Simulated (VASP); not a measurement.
Runs of VASP 6.6.1 on Sb. The structure is that of space group Pm-3m (No. 221), or close to it. The cells are those of the table. 

```csv
task,cell,cutoff (eV),gap on the mesh (eV),pressure (GPa)
electric field gradients,"a = 3.096 Å, 1 atom",400,none,0.8
single point,"a = 3.222 Å, 1 atom",500,none,-4.5
electric field gradients,"a = 3.096 Å, 1 atom",520,none,0.8
electric field gradients,"a = 3.160 Å, 1 atom",520,none,(a)
electric field gradients,"a = 3.181 Å, 1 atom",400,none,-3.1
```

Alike in all rows: level PBE; potentials or basis VASP PAW PBE potentials, release 64 (Sb); no spin polarisation; k mesh 12 × 12 × 12; smearing fermi-dirac 0.08 eV.

Problem. Estimate the missing entries.

Solution. (a) -2.3.

Caveats: spin-orbit coupling is left out, which moves the levels of the heavy elements.

A k mesh can miss the band edges, and the runs leave out spin-orbit coupling on Sb.

A gap of «none» marks levels without a gap at the run's occupations.
